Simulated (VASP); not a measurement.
# Mg2GaOsC6N6 (Fm-3m) in VASP: single point with PBE

Aim: the single point of Mg2GaOsC6N6 with PBE.

Program: VASP 6.6.1. These are calculated values, not measurements. Logs are shortened: lines on timing, memory, paths and dates and some standing lists are left out, and cuts for length are marked.

## Step 1: The cell of the first run

Symmetry: Fm-3m, No. 225, cubic system. The conventional cell has a = 10.102 Å, b = 10.102 Å, c = 10.102 Å, α = 90.00°, β = 90.00°, γ = 90.00°. Mg (site symmetry -43m) has 12 N at 3.61 Å and 12 C at 3.63 Å and 4 Ga at 4.37 Å and 4 Os at 4.37 Å within 4.7 Å. Within 2.5 Å of Ga (site symmetry m-3m) lie 6 C at 1.90 Å. Within 2.6 Å of Os (site symmetry m-3m) lie 6 N at 1.98 Å. Within 1.6 Å of C (site symmetry 4mm) lie 1 N at 1.17 Å. N (site symmetry 4mm) has 1 C at 1.17 Å within 1.6 Å.

## Step 2: Single point, PBE, collinear spin

File INCAR:

```
SYSTEM = Mg2GaOsC6N6
ALGO = Normal
EDIFF = 1E-7
ENCUT = 520
GGA = PE
ISIF = 2
ISMEAR = 0
ISPIN = 2
LASPH = .TRUE.
LCHARG = .FALSE.
LMAXMIX = 4
LORBIT = 11
LREAL = Auto
LWAVE = .FALSE.
MAGMOM = 0 0 0 1 0 0 0 0 0 0 0 0 0 0 0 0
NBANDS = 58
NELM = 150
PREC = Accurate
SIGMA = 0.1
```

File KPOINTS:

```
k-points
0
G
  4 4 4
  0 0 0
```

File POSCAR:

```
Mg2GaOsC6N6
1.0
    0.0000000000      5.0510000000      5.0510000000
    5.0510000000      0.0000000000      5.0510000000
    5.0510000000      5.0510000000      0.0000000000
Mg Ga Os C N
2 1 1 6 6
Direct
    0.2500000000      0.2500000000      0.2500000000
    0.7500000000      0.7500000000      0.7500000000
    0.0000000000      0.0000000000      0.0000000000
    0.5000000000      0.5000000000      0.5000000000
    0.8123143900      0.1876856100      0.1876856100
    0.1876856100      0.8123143900      0.1876856100
    0.1876856100      0.1876856100      0.8123143900
    0.1876856100      0.8123143900      0.8123143900
    0.8123143900      0.1876856100      0.8123143900
    0.8123143900      0.8123143900      0.1876856100
    0.6964957400      0.3035042600      0.3035042600
    0.3035042600      0.6964957400      0.3035042600
    0.3035042600      0.3035042600      0.6964957400
    0.3035042600      0.6964957400      0.6964957400
    0.6964957400      0.3035042600      0.6964957400
    0.6964957400      0.6964957400      0.3035042600
```

Potentials or basis: VASP PAW PBE potentials, release 64 (Mg, Ga_d, Os, C, N).

Run with:

```bash
> cat potpaw_PBE.64/Mg/POTCAR potpaw_PBE.64/Ga_d/POTCAR potpaw_PBE.64/Os/POTCAR potpaw_PBE.64/C/POTCAR potpaw_PBE.64/N/POTCAR > POTCAR
> mpirun -np 1 vasp_std > vasp.out
```

OUTCAR:

```text
SYSTEM = Mg2GaOsC6N6
   EDIFF = 1E-7
   ENCUT = 520
   GGA = PE
   ISIF = 2
   ISMEAR = 0
   ISPIN = 2
   LASPH = .TRUE.
   LORBIT = 11
   LREAL = Auto
   NELM = 150
   PREC = Accurate

 ion  position               nearest neighbor table
   1  0.250  0.250  0.250-
   2  0.750  0.750  0.750-
   3  0.000  0.000  0.000-   5 1.90   6 1.90   7 1.90   8 1.90   9 1.90  10 1.90
   4  0.500  0.500  0.500-  11 1.98  12 1.98  13 1.98  14 1.98  15 1.98  16 1.98
   5  0.812  0.188  0.188-  11 1.17   3 1.90
   6  0.188  0.812  0.188-  12 1.17   3 1.90
   7  0.188  0.188  0.812-  13 1.17   3 1.90
   8  0.188  0.812  0.812-  14 1.17   3 1.90
   9  0.812  0.188  0.812-  15 1.17   3 1.90
  10  0.812  0.812  0.188-  16 1.17   3 1.90
  11  0.696  0.304  0.304-   5 1.17   4 1.98
  12  0.304  0.696  0.304-   6 1.17   4 1.98
  13  0.304  0.304  0.696-   7 1.17   4 1.98
  14  0.304  0.696  0.696-   8 1.17   4 1.98
  15  0.696  0.304  0.696-   9 1.17   4 1.98
  16  0.696  0.696  0.304-  10 1.17   4 1.98

  LATTYP: Found a face centered cubic cell.
 ALAT       =    10.1020000000

  Lattice vectors:

 A1 = (   0.0000000000,   5.0510000000,   5.0510000000)
 A2 = (   5.0510000000,   0.0000000000,   5.0510000000)
 A3 = (   5.0510000000,   5.0510000000,   0.0000000000)

Analysis of symmetry for initial positions (statically):
=====================================================================
 Subroutine PRICEL returns:
 Original cell was already a primitive cell.

 Routine SETGRP: Setting up the symmetry group for a
 face centered cubic supercell.

 Subroutine GETGRP returns: Found 48 space group operations
 (whereof 48 operations were pure point group operations)
 out of a pool of 48 trial point group operations.

The static configuration has the point symmetry O_h .

Analysis of symmetry for dynamics (positions and initial velocities):
=====================================================================
 Subroutine PRICEL returns:
 Original cell was already a primitive cell.

 Routine SETGRP: Setting up the symmetry group for a
 face centered cubic supercell.

 Subroutine GETGRP returns: Found 48 space group operations
 (whereof 48 operations were pure point group operations)
 out of a pool of 48 trial point group operations.

The dynamic configuration has the point symmetry O_h .

Analysis of structural, dynamic, and magnetic symmetry:
=====================================================================
 Subroutine PRICEL returns:
 Original cell was already a primitive cell.

 Routine SETGRP: Setting up the symmetry group for a
 face centered cubic supercell.

 Subroutine GETGRP returns: Found 48 space group operations
 (whereof 48 operations were pure point group operations)
 out of a pool of 48 trial point group operations.

The overall configuration has the point symmetry O_h .

 Subroutine INISYM returns: Found 48 space group operations
 (whereof 48 operations are pure point group operations),
 and found     1 'primitive' translations

----------------------------------------------------------------------------------------

                                     Primitive cell

  volume of cell :     257.7283

  direct lattice vectors                    reciprocal lattice vectors
     0.000000000  5.051000000  5.051000000    -0.098990299  0.098990299  0.098990299
     5.051000000  0.000000000  5.051000000     0.098990299 -0.098990299  0.098990299
     5.051000000  5.051000000  0.000000000     0.098990299  0.098990299 -0.098990299

  length of vectors
     7.143192704  7.143192704  7.143192704     0.171456227  0.171456227  0.171456227

  position of ions in fractional coordinates (direct lattice)
     0.250000000  0.250000000  0.250000000
     0.750000000  0.750000000  0.750000000
     0.000000000  0.000000000  0.000000000
     0.500000000  0.500000000  0.500000000
     0.812314390  0.187685610  0.187685610
[... 67 lines left out ...]
   k-points           NKPTS =      8   k-points in BZ     NKDIM =      8   number of bands    NBANDS=     58
   number of dos      NEDOS =    301   number of ions     NIONS =     16
   total plane-waves  NPLWV = 157464
   dimension x,y,z NGX =    54 NGY =   54 NGZ =   54
   dimension x,y,z NGXF=   108 NGYF=  108 NGZF=  108
   ions per type =               2   1   1   6   6
   NGX,Y,Z   is equivalent  to a cutoff of  12.57, 12.57, 12.57 a.u.
   NGXF,Y,Z  is equivalent  to a cutoff of  25.14, 25.14, 25.14 a.u.
 SYSTEM =  Mg2GaOsC6N6
   PREC   = accura    normal or accurate (medium, high low for compatibility)
   ISTART =      0    job   : 0-new  1-cont  2-samecut
   ICHARG =      2    charge: 1-file 2-atom 10-const
   ISPIN  =      2    spin polarized calculation?
   LNONCOLLINEAR =      F non collinear calculations
   LSORBIT =      F    spin-orbit coupling
   LASPH  =      T    aspherical Exc in radial PAW
   ENCUT  =  520.0 eV  38.22 Ry    6.18 a.u.  13.28 13.28 13.28*2*pi/ulx,y,z
   NELM   =    150;   NELMIN=  2; NELMDL= -5     # of ELM steps
   EDIFF  = 0.1E-06   stopping-criterion for ELM
   LREAL  =      T    real-space projection
   EDIFFG = 0.1E-05   stopping-criterion for IOM
   NSW    =      0    number of steps for IOM
   IBRION =     -1    ionic relax: 0-MD 1-quasi-New 2-CG
   NFREE  =      0    steps in history (QN), initial steepest desc. (CG)
   ISIF   =      2    stress and relaxation
   ISYM   =      2    0-nonsym 1-usesym 2-fastsym
   POTIM  = 0.5000    time-step for ionic-motion
   TEBEG  =    0.0;   TEEND  =   0.0 temperature during run
   PSTRESS=    0.0 pullay stress
   NELECT =      79.0000    total number of electrons
   NUPDOWN=      -1.0000    fix difference up-down
   EMIN   =  10.00;   EMAX   =-10.00  energy-range for DOS
   EFERMI =   0.00;   METHOD = LEGACY
   ISMEAR =     0;   SIGMA  =   0.10  broadening in eV -4-tet -1-fermi 0-gaus
   EFERMI_NEDOS =   21; number of points for ismear=-14 and -15
   IALGO  =     38    algorithm
   IMIX   =      4    mixing-type and parameters
     AMIX     =   0.40;   BMIX     =  1.00
     AMIX_MAG =   1.60;   BMIX_MAG =  1.00
  volume/ion in A,a.u.               =      16.11       108.70
  Fermi-wavevector in a.u.,A,eV,Ry     =   1.103816  2.085909 16.577457  1.218409
  Thomas-Fermi vector in A             =   2.240279
   LORBIT       =     11    0 simple, 1 ext, 2 COOP (PROOUT), +10 PAW based schemes
   GGA     = PE    functional components
   LHFCALC =     F    Hartree Fock is set to
   AEXX    =    0.0000 exact exchange contribution
   IVDW    =     0    specifies the selected vdW correction
   LEPSILON=     F    determine dielectric tensor
   LRPA    =     F    only Hartree local field effects (RPA)
 spin polarized calculation
 Gauss-broadening in eV      SIGMA  =   0.10
  energy-cutoff  :      520.00
  volume of cell :      257.73
 maximum number of plane-waves:      6971
 NGX is ok and might be reduce to    54
   NGX = 27   NGY = 27   NGZ = 27

 number of electron      79.0000013 magnetization       0.2193939

 number of electron      79.0000013 magnetization      -0.9977707

 Free energy of the ion-electron system (eV)
  ---------------------------------------------------
  ext. energy  EPLUGINS =         0.00000000
  ---------------------------------------------------
  free energy    TOTEN  =      -111.56136045 eV

  energy without entropy =     -111.54975433  energy(sigma->0) =     -111.55555739

 E-fermi :   2.2638     XC(G=0):  -8.5861

 val. band max:        2.2583013068   @ k =   0.5000   0.0000   0.0000
 cond. band min:       2.2733278056   @ k =   0.2500   0.0000   0.0000
 fundamental gap:      0.0150264989
 Fermi energy:         2.2638440703

 spin component 1

 k-point     1 :       0.0000    0.0000    0.0000
  band No.  band energies     occupation
      1     -17.2869      1.00000
      2     -16.8633      1.00000
      3     -16.8633      1.00000
      4     -16.8633      1.00000
      5     -16.8585      1.00000
      6     -16.8585      1.00000
[... 421 lines left out ...]
     50       6.2898      0.00000
     51       6.2898      0.00000
 Fermi energy:         2.2638440703

 spin component 2

 k-point     1 :       0.0000    0.0000    0.0000
  band No.  band energies     occupation
      1     -17.3023      1.00000
      2     -16.8796      1.00000
      3     -16.8796      1.00000
      4     -16.8796      1.00000
      5     -16.8749      1.00000
      6     -16.8749      1.00000
[... 421 lines left out ...]
     50       5.9657      0.00000
     51       5.9657      0.00000
 [bands above 51 left out]

------------------------ aborting loop because EDIFF is reached ----------------------------------------

  FORCE on cell =-STRESS in cart. coord.  units (eV):
  Direction    XX          YY          ZZ          XY          YZ          ZX
  --------------------------------------------------------------------------------------
  -------------------------------------------------------------------------------------
  Total       20.0005918     20.0005918     20.0005918     -0.0000000      0.0000000      0.0000000
  in kB      124.3344072    124.3344072    124.3344072     -0.0000000      0.0000000      0.0000000
  external PRESSURE =     124.3344072 kB  Pullay stress =       0.0000000 kB

 VOLUME and BASIS-vectors are now :
 -----------------------------------------------------------------------------
  energy-cutoff  :      520.00
  volume of cell :      257.73
      direct lattice vectors                 reciprocal lattice vectors
     0.000000000  5.051000000  5.051000000    -0.098990299  0.098990299  0.098990299
     5.051000000  0.000000000  5.051000000     0.098990299 -0.098990299  0.098990299
     5.051000000  5.051000000  0.000000000     0.098990299  0.098990299 -0.098990299

 POSITION                                       TOTAL-FORCE (eV/Angst)
 -----------------------------------------------------------------------------------
      2.52550      2.52550      2.52550         0.000000     -0.000000     -0.000000
      7.57650      7.57650      7.57650         0.000000     -0.000000     -0.000000
      0.00000      0.00000      0.00000         0.000000     -0.000000     -0.000000
      5.05100      5.05100      5.05100         0.000000     -0.000000     -0.000000
      1.89600      5.05100      5.05100         3.213446     -0.000000     -0.000000
      5.05100      1.89600      5.05100         0.000000      3.213446     -0.000000
[... 8 lines left out ...]
      5.05100      7.03600      5.05100         0.000000     -0.526957     -0.000000
      5.05100      5.05100      7.03600         0.000000     -0.000000     -0.526957
 -----------------------------------------------------------------------------------
    total drift:                                0.000000      0.000000      0.000000

  FREE ENERGIE OF THE ION-ELECTRON SYSTEM (eV)
  ---------------------------------------------------
  free  energy   TOTEN  =      -111.5613604529 eV

  energy  without entropy=     -111.5497543332  energy(sigma->0) =     -111.55555739

 total charge

# of ion       s       p       d       tot
------------------------------------------
    1        0.316   0.007   0.001   0.324
    2        0.316   0.007   0.001   0.324
    3        0.771   1.258  10.485  12.514
    4        0.596   0.932   6.235   7.764
    5        0.982   1.666   0.000   2.648
    6        0.982   1.666   0.000   2.648
[... 8 lines left out ...]
   15        1.299   2.615   0.000   3.914
   16        1.299   2.615   0.000   3.914
--------------------------------------------------
tot         15.680  27.893  16.723  60.295

 magnetization (x)

# of ion       s       p       d       tot
------------------------------------------
    1       -0.106  -0.001  -0.000  -0.107
    2       -0.106  -0.001  -0.000  -0.107
    3        0.001  -0.001  -0.000   0.000
    4       -0.000  -0.000  -0.022  -0.022
    5       -0.000  -0.006   0.000  -0.006
    6       -0.000  -0.006   0.000  -0.006
[... 8 lines left out ...]
   15       -0.000  -0.007   0.000  -0.008
   16       -0.000  -0.007   0.000  -0.008
--------------------------------------------------
tot         -0.215  -0.081  -0.023  -0.318
```

Run time: 8.9 min. Hardware: 1 thread of Intel Xeon Platinum 8488C (Sapphire Rapids), shared host; peak memory 0.59 GiB.

What came out:

- Free energy: -111.5614 eV
- Pressure: 12.4 GPa
- Largest force: 3.213 eV/Å
- Band gap on the k mesh: zero (filled and empty bands overlap)
- Net moment: -1.00 μB per cell
- Site moments: Mg -0.11; Ga +0.00; Os -0.02; C -0.01; N -0.01 μB
- Valence electrons inside the program's atomic spheres: Mg 0.32; Ga 12.51; Os 7.76; C 2.65; N 3.91

Forces in eV/Å, atoms in the order of the input:
```
Mg   0.000  0.000  0.000
Mg   0.000  0.000  0.000
Ga   0.000  0.000  0.000
Os   0.000  0.000  0.000
C    3.213  0.000  0.000
C    0.000  3.213  0.000
C    0.000  0.000  3.213
C   -3.213  0.000  0.000
C    0.000 -3.213  0.000
C    0.000  0.000 -3.213
N    0.527  0.000  0.000
N    0.000  0.527  0.000
N    0.000  0.000  0.527
N   -0.527  0.000  0.000
N    0.000 -0.527  0.000
N    0.000  0.000 -0.527
```

Caveat: the cell stands under pressure; spin-orbit coupling is left out, which moves the levels of the heavy elements; forces of over 1 eV/Å act on the atoms, so gaps and moduli don't describe the material at rest.
